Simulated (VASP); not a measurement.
# Na2C3 (R-3m) in VASP: a series of runs

The runs below take Na2C3 through single point, with PBE.

Program: VASP 6.6.1. These are calculated values, not measurements. Logs are shortened: lines on timing, memory, paths and dates and some standing lists are left out, and cuts for length are marked.

### 1 The cell of the first run

The structure is trigonal, space group R-3m (No. 166). The conventional cell has a = 3.279 Å, b = 3.279 Å, c = 25.608 Å, α = 90.00°, β = 90.00°, γ = 120.00°. Within 3.6 Å of Na (site symmetry 3m) lie 9 C at 2.72 to 3.57 Å and 7 Na at 3.28 to 3.44 Å. Within 2.2 Å of C (site symmetry 2/m) lie 4 C at 1.64 Å.

### 2 Single point, PBE

The input, INCAR:

```
SYSTEM = Na2C3
ALGO = Normal ; EDIFF = 1E-7
ENCUT = 520 ; GGA = PE
ISIF = 2 ; ISMEAR = 0
LASPH = .TRUE. ; LCHARG = .TRUE.
LELF = .TRUE. ; LREAL = .FALSE.
LVHAR = .TRUE. ; LWAVE = .FALSE.
NBANDS = 21 ; NELM = 80
PREC = Accurate ; SIGMA = 0.1
```

The input, KPOINTS:

```
k-points
0
G
  6 6 6
  0 0 0
```

The input, POSCAR:

```
Na2C3
1.0
    1.6395759508      0.9466096143      8.5359487113
   -1.6395759508      0.9466096143      8.5359487113
    0.0000000000     -1.8932192353      8.5359487105
Na C
2 3
Direct
    0.9327927042      0.9327927042      0.9327927042
    0.0672072958      0.0672072958      0.0672072958
    0.0000000000      0.0000000000      0.5000000000
    0.5000000000      0.0000000000      0.0000000000
    0.0000000000      0.5000000000      0.0000000000
```

Potentials or basis: VASP PAW PBE potentials, release 64 (Na_pv, C).

Launch:

```sh
$ cat potpaw_PBE.64/Na_pv/POTCAR potpaw_PBE.64/C/POTCAR > POTCAR
$ mpirun -np 1 vasp_std > vasp.out
```

OUTCAR:

```text
SYSTEM = Na2C3
   EDIFF = 1E-7
   ENCUT = 520
   GGA = PE
   ISIF = 2
   ISMEAR = 0
   LASPH = .TRUE.
   LREAL = .FALSE.
   NELM = 80
   PREC = Accurate

 ion  position               nearest neighbor table
   1  0.933  0.933  0.933-
   2  0.067  0.067  0.067-
   3  0.000  0.000  0.500-   4 1.64   5 1.64   5 1.64   4 1.64
   4  0.500  0.000  0.000-   3 1.64   3 1.64   5 1.64   5 1.64
   5  0.000  0.500  0.000-   3 1.64   3 1.64   4 1.64   4 1.64

  LATTYP: Found a trigonal (rhomboedric) cell.
 ALAT       =     8.7433803224
 COS(alpha) =     0.9296710174

  Lattice vectors:

 A1 = (   1.6395759508,   0.9466096143,   8.5359487113)
 A2 = (  -1.6395759508,   0.9466096143,   8.5359487113)
 A3 = (   0.0000000000,  -1.8932192353,   8.5359487105)

Analysis of symmetry for initial positions (statically):
=====================================================================
 Subroutine PRICEL returns:
 Original cell was already a primitive cell.

 Routine SETGRP: Setting up the symmetry group for a
 trigonal (rhombohedral) supercell.

 Subroutine GETGRP returns: Found 12 space group operations
 (whereof 12 operations were pure point group operations)
 out of a pool of 12 trial point group operations.

The static configuration has the point symmetry D_3d.

Analysis of symmetry for dynamics (positions and initial velocities):
=====================================================================
 Subroutine PRICEL returns:
 Original cell was already a primitive cell.

 Routine SETGRP: Setting up the symmetry group for a
 trigonal (rhombohedral) supercell.

 Subroutine GETGRP returns: Found 12 space group operations
 (whereof 12 operations were pure point group operations)
 out of a pool of 12 trial point group operations.

The dynamic configuration has the point symmetry D_3d.

 Subroutine INISYM returns: Found 12 space group operations
 (whereof 12 operations are pure point group operations),
 and found     1 'primitive' translations

----------------------------------------------------------------------------------------

                                     Primitive cell

  volume of cell :      79.4887

  direct lattice vectors                    reciprocal lattice vectors
[... 85 lines left out ...]
   ISTART =      0    job   : 0-new  1-cont  2-samecut
   ICHARG =      2    charge: 1-file 2-atom 10-const
   ISPIN  =      1    spin polarized calculation?
   LNONCOLLINEAR =      F non collinear calculations
   LSORBIT =      F    spin-orbit coupling
   LASPH  =      T    aspherical Exc in radial PAW
   ENCUT  =  520.0 eV  38.22 Ry    6.18 a.u.  16.26 16.26 16.26*2*pi/ulx,y,z
   NELM   =     80;   NELMIN=  2; NELMDL= -5     # of ELM steps
   EDIFF  = 0.1E-06   stopping-criterion for ELM
   LREAL  =      F    real-space projection
   EDIFFG = 0.1E-05   stopping-criterion for IOM
   NSW    =      0    number of steps for IOM
   IBRION =     -1    ionic relax: 0-MD 1-quasi-New 2-CG
   NFREE  =      0    steps in history (QN), initial steepest desc. (CG)
   ISIF   =      2    stress and relaxation
   ISYM   =      2    0-nonsym 1-usesym 2-fastsym
   POTIM  = 0.5000    time-step for ionic-motion
   TEBEG  =    0.0;   TEEND  =   0.0 temperature during run
   PSTRESS=    0.0 pullay stress
   NELECT =      26.0000    total number of electrons
   NUPDOWN=      -1.0000    fix difference up-down
   EMIN   =  10.00;   EMAX   =-10.00  energy-range for DOS
   EFERMI =   0.00;   METHOD = LEGACY
   ISMEAR =     0;   SIGMA  =   0.10  broadening in eV -4-tet -1-fermi 0-gaus
   EFERMI_NEDOS =   21; number of points for ismear=-14 and -15
   IALGO  =     38    algorithm
   IMIX   =      4    mixing-type and parameters
     AMIX     =   0.40;   BMIX     =  1.00
     AMIX_MAG =   1.60;   BMIX_MAG =  1.00
  volume/ion in A,a.u.               =      15.90       107.28
  Fermi-wavevector in a.u.,A,eV,Ry     =   1.127970  2.131554 17.310906  1.272316
  Thomas-Fermi vector in A             =   2.264658
   LORBIT       =      0    0 simple, 1 ext, 2 COOP (PROOUT), +10 PAW based schemes
   GGA     = PE    functional components
   LHFCALC =     F    Hartree Fock is set to
   AEXX    =    0.0000 exact exchange contribution
   IVDW    =     0    specifies the selected vdW correction
   LEPSILON=     F    determine dielectric tensor
   LRPA    =     F    only Hartree local field effects (RPA)
 non-spin polarized calculation
 Gauss-broadening in eV      SIGMA  =   0.10
  energy-cutoff  :      520.00
  volume of cell :       79.49
 maximum number of plane-waves:      2166
 NGX is ok and might be reduce to    70
   NGX = 33   NGY = 33   NGZ = 33

 number of electron      26.0000002 magnetization

 Free energy of the ion-electron system (eV)
  ---------------------------------------------------
  ext. energy  EPLUGINS =         0.00000000
  ---------------------------------------------------
  free energy    TOTEN  =       -22.30104378 eV

  energy without entropy =      -22.29150816  energy(sigma->0) =      -22.29627597

 E-fermi :   3.1660     XC(G=0):  -8.4627

 val. band max:        3.1602604402   @ k =   0.5000   0.3333   0.1667
 cond. band min:       3.1766199539   @ k =   0.3333   0.1667   0.0000
 fundamental gap:      0.0163595137
 Fermi energy:         3.1660271837

 k-point     1 :       0.0000    0.0000    0.0000
  band No.  band energies     occupation
      1     -22.1524      2.00000
      2     -22.1450      2.00000
      3     -22.1450      2.00000
      4     -22.1434      2.00000
      5     -22.1434      2.00000
      6     -22.1254      2.00000
[... 565 lines left out ...]
     20       9.5029      0.00000
     21      10.0817      0.00000

 [... further k-points ...]
[... 5 lines left out ...]
  --------------------------------------------------------------------------------------
  -------------------------------------------------------------------------------------
  Total        0.0830239      0.0830239      0.0216073      0.0000000      0.0000000      0.0000000
  in kB        1.6734316      1.6734316      0.4355175      0.0000000      0.0000000      0.0000000
  external PRESSURE =       1.2607936 kB  Pullay stress =       0.0000000 kB

 VOLUME and BASIS-vectors are now :
 -----------------------------------------------------------------------------
  energy-cutoff  :      520.00
  volume of cell :       79.49
      direct lattice vectors                 reciprocal lattice vectors
     1.639575951  0.946609614  8.535948711     0.304956900  0.176066949  0.039050531
    -1.639575951  0.946609614  8.535948711    -0.304956900  0.176066949  0.039050531
     0.000000000 -1.893219235  8.535948710     0.000000000 -0.352133897  0.039050531

 POSITION                                       TOTAL-FORCE (eV/Angst)
 -----------------------------------------------------------------------------------
      0.00000     -0.00000     23.88681        -0.000000     -0.000000      0.008090
      0.00000     -0.00000      1.72103        -0.000000      0.000000     -0.008090
      0.00000     -0.94661      4.26797        -0.000000     -0.000000     -0.000000
      0.81979      0.47330      4.26797        -0.000000     -0.000000     -0.000000
     -0.81979      0.47330      4.26797         0.000000     -0.000000     -0.000000
 -----------------------------------------------------------------------------------
    total drift:                                0.000000      0.000000     -0.000000

  FREE ENERGIE OF THE ION-ELECTRON SYSTEM (eV)
  ---------------------------------------------------
  free  energy   TOTEN  =       -22.3010437809 eV

  energy  without entropy=      -22.2915081586  energy(sigma->0) =      -22.29627597
```

stdout:

```text
POSCAR found type information on POSCAR NaC
 POSCAR found :  2 types and       5 ions
 scaLAPACK will be used
 LDA part: xc-table for (Slater+PW92), standard interpolation
 POSCAR, INCAR and KPOINTS ok, starting setup
 FFT: planning ... GRIDC
 FFT: planning ... GRID_SOFT
 FFT: planning ... GRID
 WAVECAR not read
 entering main loop
```

Wall time 4.3 min (1 thread of Intel Xeon 6975P-C (Granite Rapids), shared host); peak memory 0.62 GiB.

What came out:

| Quantity | Value |
| --- | --- |
| Free energy | -22.3010 eV |
| Pressure | 0.1 GPa |
| Largest force | 0.008 eV/Å |
| Band gap on the k mesh | zero (band 13 reaches 4.36 eV, above the bottom of band 14 at 0.65 eV) |

Forces in eV/Å, atoms in the order of the input:
```
Na   0.000  0.000  0.008
Na   0.000  0.000 -0.008
C    0.000  0.000  0.000
C    0.000  0.000  0.000
C    0.000  0.000  0.000
```

Caveat: the k points lie up to 0.37 Å⁻¹ apart.

### 3 Single point, PBE

This run uses another cell than the first one, of 18.55 Å³/atom, 1.167 times its volume.

The input, INCAR:

```
SYSTEM = Na2C3
ALGO     = Normal         ! electronic algorithm
EDIFF    = 1E-6           ! SCF threshold, eV
ENCUT    = 520            ! plane-wave cutoff, eV
GGA      = PE             ! functional
ISIF     = 2              ! what is computed and relaxed
ISMEAR   = 0              ! smearing method
LASPH    = .TRUE.         ! aspherical terms in the spheres
LCHARG   = .TRUE.         ! write CHGCAR
LELF     = .TRUE.         ! ELF
LREAL    = .FALSE.        ! projectors in reciprocal space
LVHAR    = .TRUE.       
LWAVE    = .FALSE.        ! write WAVECAR
NBANDS   = 21             ! bands
NELM     = 60             ! most SCF steps
PREC     = Accurate       ! precision mode
SIGMA    = 0.1            ! smearing width, eV
```

KPOINTS is that of step 2.

The input, POSCAR:

```
Na2C3
1.0
    2.0651657200      1.1923239800      6.2787436100
   -2.0651657200      1.1923239800      6.2787436100
    0.0000000000     -2.3846479700      6.2787436100
Na C
2 3
Direct
    0.9076397000      0.9076397000      0.9076397000
    0.0923603000      0.0923603000      0.0923603000
    0.0000000000      0.0000000000      0.5000000000
    0.5000000000      0.0000000000      0.0000000000
    0.0000000000      0.5000000000      0.0000000000
```

Potentials or basis: VASP PAW PBE potentials, release 64 (Na_pv, C).

Launch:

```sh
$ cat potpaw_PBE.64/Na_pv/POTCAR potpaw_PBE.64/C/POTCAR > POTCAR
$ mpirun -np 1 vasp_std > vasp.out
```

Run time: 99 s. Hardware: 1 thread of Intel Xeon 6975P-C (Granite Rapids), shared host; peak memory 0.34 GiB.

Results (log left out):

| Quantity | Value |
| --- | --- |
| Free energy | -11.3512 eV |
| Pressure | 23.9 GPa |
| Largest force | 12.120 eV/Å |
| Band gap on the k mesh | zero (band 13 reaches 2.58 eV, above the bottom of band 14 at 0.61 eV) |

Forces in eV/Å, atoms in the order of the input:
```
Na    0.000   0.000  12.120
Na    0.000   0.000 -12.120
C     0.000   0.000   0.000
C     0.000   0.000   0.000
C     0.000   0.000   0.000
```

Stress tensor (GPa, compression positive):
```
 5.93  0.00  0.00
 0.00  5.93  0.00
 0.00  0.00 59.78
```

Levels at points of the mesh, in eV from the Fermi level:
```csv
k point,band 9,band 10,band 11,band 12,band 13,band 14,band 15,band 16,band 17,band 18
"(0.00, 0.00, 0.00)",-5.55,-5.55,-3.30,-2.66,-2.66,-0.75,1.44,1.44,5.78,6.94
"(0.50, 0.00, 0.00)",-6.53,-4.00,-1.86,-0.77,1.20,1.83,1.96,2.24,2.28,2.42
"(0.50, 0.50, 0.00)",-6.53,-4.01,-1.98,-0.84,1.22,1.83,2.24,2.28,2.49,2.64
"(0.50, 0.50, 0.50)",-5.55,-5.55,-3.70,-2.66,-2.66,0.53,1.43,1.43,3.36,6.94
```

Caveat: forces of over 1 eV/Å act on the atoms, so gaps and moduli don't describe the material at rest.
